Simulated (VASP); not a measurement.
Write the native input for VASP 6.6.1 that does the following.

```
Task                   : single point
Functional             : LDA
Potentials or basis    : VASP PAW LDA potentials, release 64 (Zn, S)
Cutoff                 : 520 eV
k mesh                 : 12 × 12 × 6
Occupations            : gaussian, width 0.05 eV
Spin                   : no spin polarisation
Dipole correction      : no
Further INCAR settings : ALGO = Normal; EDIFF = 1e-06; NBANDS = 26
```

The structure of ZnS lies in POSCAR:

```
ZnS
1.0
    3.8109987816      0.0000000000      0.0000000000
   -1.9054993908      3.3004217586      0.0000000000
    0.0000000000      0.0000000000      6.2340000000
Zn S
2 2
Direct
    0.4481326353      0.6666666667      0.0000000000
    0.7814659687      0.3333333333      0.5000000000
    0.3333333333      0.6666666667      0.3850000000
    0.6666666667      0.3333333333      0.8850000000
```

This cell differs from its parent crystal: all Zn atoms moved +0.438 Å, as atom 1 along Cartesian [1 0 0].

One way to write it, as run:

INCAR

```
SYSTEM = ZnS
  PREC = Accurate
  ENCUT = 520
  EDIFF = 1E-6
  ISMEAR = 0
  SIGMA = 0.05
  LREAL = .FALSE.
  LASPH = .TRUE.
  NELM = 80
  ALGO = Normal
  ISIF = 2
  LWAVE = .FALSE.
  LCHARG = .FALSE.
  GGA = CA
  NBANDS = 26
```

KPOINTS

```
Automatic mesh
0
G
  12 12 6
  0 0 0
```

Potentials or basis: VASP PAW LDA potentials, release 64 (Zn, S).

The run is started by

```bash
$ cat potpaw_LDA.64/Zn/POTCAR potpaw_LDA.64/S/POTCAR > POTCAR
$ mpirun -np 1 vasp_std > vasp.out
```

It gave:

```json
{
 "Pressure": "4.4 GPa",
 "Largest force": "4.677 eV/Å",
 "Band gap on the k mesh": "1.96 eV, direct"
}
```

Caveat: the cell differs from its parent crystal (all Zn atoms moved +0.438 Å, as atom 1 along Cartesian [1 0 0]); forces of over 1 eV/Å act on the atoms, so gaps and moduli don't describe the material at rest.

Wall time 4.8 min on 1 thread of Intel(R) Xeon(R) Platinum 8375C CPU @ 2.90GHz (Ice Lake), on a shared host, peak memory 0.47 GiB.
